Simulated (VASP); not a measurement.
# ScRu3 (Pm-3m) in VASP: settings compared, part 2 of 2

VASP 6.6.1. The steps go on from the part before.

## Step 3: Single point, PBE

INCAR

```
  ALGO = Normal
  EDIFF = 1E-6
  ENCUT = 520
  GGA = PE
  ISIF = 2
  ISMEAR = -1
  LASPH = T
  LCHARG = F
  LREAL = F
  LWAVE = F
  NBANDS = 34
  NELM = 80
  PREC = Accurate
  SIGMA = 0.1
```

KPOINTS

```
k-points
0
Gamma
  6 6 6
```

POSCAR

```
ScRu3
1.0
    3.9384370000      0.0000000000      0.0000000000
    0.0000000000      3.9384370000      0.0000000000
    0.0000000000      0.0000000000      3.9384370000
Ru Sc
3 1
Direct
    0.5000000000      0.5000000000      0.0000000000
    0.5000000000      0.0000000000      0.5000000000
    0.0000000000      0.5000000000      0.5000000000
    0.0000000000      0.0000000000      0.0000000000
```

Potentials or basis: VASP PAW PBE potentials, release 64 (Ru_pv, Sc_sv).

On the command line:

```
cat potpaw_PBE.64/Ru_pv/POTCAR potpaw_PBE.64/Sc_sv/POTCAR > POTCAR
mpirun -np 1 vasp_std > vasp.out
```

OUTCAR:

```text
EDIFF = 1E-6
   ENCUT = 520
   GGA = PE
   ISIF = 2
   ISMEAR = -1
   LASPH = T
   LREAL = F
   NELM = 80
   PREC = Accurate

 ion  position               nearest neighbor table
   1  0.500  0.500  0.000-   2 2.78   3 2.78   4 2.78   2 2.78   3 2.78   2 2.78   4 2.78   2 2.78
                             3 2.78   4 2.78   3 2.78   4 2.78
   2  0.500  0.000  0.500-   1 2.78   3 2.78   4 2.78   1 2.78   4 2.78   1 2.78   3 2.78   1 2.78
                             3 2.78   4 2.78   4 2.78   3 2.78
   3  0.000  0.500  0.500-   1 2.78   2 2.78   4 2.78   1 2.78   4 2.78   2 2.78   4 2.78   4 2.78
                             1 2.78   2 2.78   1 2.78   2 2.78
   4  0.000  0.000  0.000-   1 2.78   2 2.78   3 2.78   2 2.78   3 2.78   1 2.78   3 2.78   3 2.78
                             1 2.78   2 2.78   2 2.78   1 2.78

  LATTYP: Found a simple cubic cell.
 ALAT       =     3.9384370000

  Lattice vectors:

 A1 = (   3.9384370000,   0.0000000000,   0.0000000000)
 A2 = (   0.0000000000,   3.9384370000,   0.0000000000)
 A3 = (   0.0000000000,   0.0000000000,   3.9384370000)

Analysis of symmetry for initial positions (statically):
=====================================================================
 Subroutine PRICEL returns:
 Original cell was already a primitive cell.

 Routine SETGRP: Setting up the symmetry group for a
 simple cubic supercell.

 Subroutine GETGRP returns: Found 48 space group operations
 (whereof 48 operations were pure point group operations)
 out of a pool of 48 trial point group operations.

The static configuration has the point symmetry O_h .

Analysis of symmetry for dynamics (positions and initial velocities):
=====================================================================
 Subroutine PRICEL returns:
 Original cell was already a primitive cell.

 Routine SETGRP: Setting up the symmetry group for a
 simple cubic supercell.

[... 119 lines left out ...]
   EFERMI_NEDOS =   21; number of points for ismear=-14 and -15
   IALGO  =     38    algorithm
   IMIX   =      4    mixing-type and parameters
     AMIX     =   0.40;   BMIX     =  1.00
     AMIX_MAG =   1.60;   BMIX_MAG =  1.00
  volume/ion in A,a.u.               =      15.27       103.06
  Fermi-wavevector in a.u.,A,eV,Ry     =   1.561383  2.950587 33.169889  2.437918
  Thomas-Fermi vector in A             =   2.664457
   LORBIT       =      0    0 simple, 1 ext, 2 COOP (PROOUT), +10 PAW based schemes
   GGA     = PE    functional components
   LHFCALC =     F    Hartree Fock is set to
   AEXX    =    0.0000 exact exchange contribution
   IVDW    =     0    specifies the selected vdW correction
   LEPSILON=     F    determine dielectric tensor
   LRPA    =     F    only Hartree local field effects (RPA)
 non-spin polarized calculation
  energy-cutoff  :      520.00
  volume of cell :       61.09
 maximum number of plane-waves:      1662
 NGX is ok and might be reduce to    30
   NGX = 15   NGY = 15   NGZ = 15

 number of electron      52.9999966 magnetization

 Free energy of the ion-electron system (eV)
  ---------------------------------------------------
  ext. energy  EPLUGINS =         0.00000000
  ---------------------------------------------------
  free energy    TOTEN  =       -34.12452825 eV

  energy without entropy =      -33.94332621  energy(sigma->0) =      -34.03392723

 E-fermi :   9.5704     XC(G=0): -13.0141

 val. band max:        9.5444214120   @ k =   0.5000   0.5000   0.1667
 cond. band min:       9.6085993290   @ k =   0.5000   0.3333   0.0000
 fundamental gap:      0.0641779171
 Fermi energy:         9.5704064076

 k-point     1 :       0.0000    0.0000    0.0000
  band No.  band energies     occupation
      1     -38.6182      2.00000
      2     -32.9288      2.00000
      3     -32.9288      2.00000
      4     -32.9288      2.00000
      5     -32.5636      2.00000
      6     -32.5636      2.00000
[... 729 lines left out ...]
     33      13.6810      0.00000
     34      13.6810      0.00000

------------------------ aborting loop because EDIFF is reached ----------------------------------------

  FORCE on cell =-STRESS in cart. coord.  units (eV):
  Direction    XX          YY          ZZ          XY          YZ          ZX
  --------------------------------------------------------------------------------------
  -------------------------------------------------------------------------------------
  Total       -0.6040866     -0.6040866     -0.6040866     -0.0000000     -0.0000000      0.0000000
  in kB      -15.8430238    -15.8430238    -15.8430238     -0.0000000     -0.0000000      0.0000000
  external PRESSURE =     -15.8430238 kB  Pullay stress =       0.0000000 kB

 VOLUME and BASIS-vectors are now :
 -----------------------------------------------------------------------------
  energy-cutoff  :      520.00
  volume of cell :       61.09
      direct lattice vectors                 reciprocal lattice vectors
     3.938437000  0.000000000  0.000000000     0.253907832  0.000000000  0.000000000
     0.000000000  3.938437000  0.000000000     0.000000000  0.253907832  0.000000000
     0.000000000  0.000000000  3.938437000     0.000000000  0.000000000  0.253907832

 POSITION                                       TOTAL-FORCE (eV/Angst)
 -----------------------------------------------------------------------------------
      1.96922      1.96922      0.00000         0.000000      0.000000      0.000000
      1.96922      0.00000      1.96922         0.000000      0.000000      0.000000
      0.00000      1.96922      1.96922         0.000000      0.000000      0.000000
      0.00000      0.00000      0.00000         0.000000      0.000000      0.000000
 -----------------------------------------------------------------------------------
    total drift:                                0.000000      0.000000     -0.000000

  FREE ENERGIE OF THE ION-ELECTRON SYSTEM (eV)
  ---------------------------------------------------
  free  energy   TOTEN  =       -34.1245282459 eV

  energy  without entropy=      -33.9433262148  energy(sigma->0) =      -34.03392723
```

stdout:

```text
POSCAR found type information on POSCAR RuSc
 POSCAR found :  2 types and       4 ions
 scaLAPACK will be used
 LDA part: xc-table for (Slater+PW92), standard interpolation
 POSCAR, INCAR and KPOINTS ok, starting setup
 FFT: planning ... GRIDC
 FFT: planning ... GRID_SOFT
 FFT: planning ... GRID
 WAVECAR not read
 entering main loop
```

It took 36 s on 1 thread of AMD EPYC 7R13 (Zen 3), shared host; peak memory 0.15 GiB.

What came out:

| Quantity | Value |
| --- | --- |
| Free energy | -34.1245 eV |
| Pressure | -1.6 GPa |

Levels at points of the mesh, in eV from the Fermi level:
```tsv
k point	band 23	band 24	band 25	band 26	band 27	band 28	band 29	band 30	band 31	band 32
(0.00, 0.00, 0.00)	-1.09	0.66	0.66	1.79	2.24	2.24	2.24	3.91	3.91	3.91
(0.50, 0.00, 0.00)	-1.95	-0.85	-0.58	-0.20	-0.20	-0.09	0.93	2.24	2.66	2.66
(0.50, 0.50, 0.00)	-1.93	-1.49	-0.74	-0.73	-0.73	-0.12	0.11	0.18	3.18	3.18
(0.50, 0.50, 0.50)	-1.21	-0.51	-0.51	1.07	1.60	1.60	1.60	1.81	1.81	1.81
```

## Step 4: Single point, PBE

INCAR

```
SYSTEM = ScRu3
PREC = Accurate
ENCUT = 520
EDIFF = 1E-6
ISMEAR = -1
SIGMA = 0.1
LREAL = .False.
LASPH = .True.
NELM = 80
ALGO = Fast
ISIF = 2
LWAVE = .False.
LCHARG = .True.
GGA = PE
LELF = .True.
LVHAR = .True.
NBANDS = 34
```

KPOINTS

```
regular mesh
0
Gamma
  6 6 6
  0 0 0
```

POSCAR is that of step 3.

On the command line:

```
cat potpaw_PBE.64/Ru_pv/POTCAR potpaw_PBE.64/Sc_sv/POTCAR > POTCAR
mpirun -np 1 vasp_std > vasp.out
```

Run time: 52 s. Hardware: 1 thread of AMD EPYC 7R13 (Zen 3), shared host; peak memory 0.15 GiB.

The run converged. Its results:

```yaml
Free_energy: -34.1245 eV
Pressure: -1.6 GPa
```

Levels at points of the mesh, in eV from the Fermi level:
```tsv
k point	band 23	band 24	band 25	band 26	band 27	band 28	band 29	band 30	band 31	band 32
(0.00, 0.00, 0.00)	-1.09	0.66	0.66	1.79	2.24	2.24	2.24	3.91	3.91	3.91
(0.50, 0.00, 0.00)	-1.95	-0.85	-0.58	-0.20	-0.20	-0.09	0.93	2.24	2.66	2.66
(0.50, 0.50, 0.00)	-1.93	-1.49	-0.74	-0.73	-0.73	-0.12	0.11	0.18	3.18	3.18
(0.50, 0.50, 0.50)	-1.21	-0.51	-0.51	1.07	1.60	1.60	1.60	1.81	1.81	1.81
```

## Step 5: Single point, LDA

INCAR

```
ALGO = Normal ; EDIFF = 1E-6
ENCUT = 520 ; GGA = CA
ISIF = 2 ; ISMEAR = -1
LASPH = T ; LCHARG = F
LREAL = F ; LWAVE = F
NBANDS = 34 ; NELM = 100
PREC = Accurate ; SIGMA = 0.1
```

KPOINTS

```
k-points
0
Gamma
  6 6 6
```

POSCAR is that of step 4.

Potentials or basis: VASP PAW LDA potentials, release 64 (Ru_pv, Sc_sv).

On the command line:

```
cat potpaw_LDA.64/Ru_pv/POTCAR potpaw_LDA.64/Sc_sv/POTCAR > POTCAR
mpirun -np 1 vasp_std > vasp.out
```

Run time: 32 s. Hardware: 1 thread of AMD EPYC 7R13 (Zen 3), shared host; peak memory 0.14 GiB.

Results (log left out):

* Free energy: -38.7974 eV
* Pressure: -14.0 GPa

Levels at points of the mesh, in eV from the Fermi level:
```tsv
k point	band 25	band 26	band 27	band 28	band 29	band 30
(0.00, 0.00, 0.00)	0.67	1.78	2.24	2.24	2.24	3.90
(0.50, 0.00, 0.00)	-0.60	-0.19	-0.19	-0.10	0.93	2.25
(0.50, 0.50, 0.00)	-0.76	-0.73	-0.73	-0.12	0.10	0.21
(0.50, 0.50, 0.50)	-0.50	1.07	1.64	1.64	1.64	1.81
```

## Step 6: Summary

| level | potentials or basis | k mesh | smearing | gap on the mesh (eV) | pressure (GPa) |
| --- | --- | --- | --- | --- | --- |
| PBE | VASP PAW PBE potentials, release 64 (Ru_pv, Sc_sv) | 7 × 7 × 7 | fermi-dirac 0.05 eV | none | -1.5 |
| PBE | VASP PAW PBE potentials, release 64 (Ru_pv, Sc_sv) | 6 × 6 × 6 | fermi-dirac 0.1 eV | none | -1.6 |
| LDA | VASP PAW LDA potentials, release 64 (Ru_pv, Sc_sv) | 6 × 6 × 6 | fermi-dirac 0.1 eV | none | -14.0 |

Alike in all rows: task single point; no spin polarisation; cell as given; cutoff (eV) 520.

Absolute energies hang on the potentials; compare differences alone.
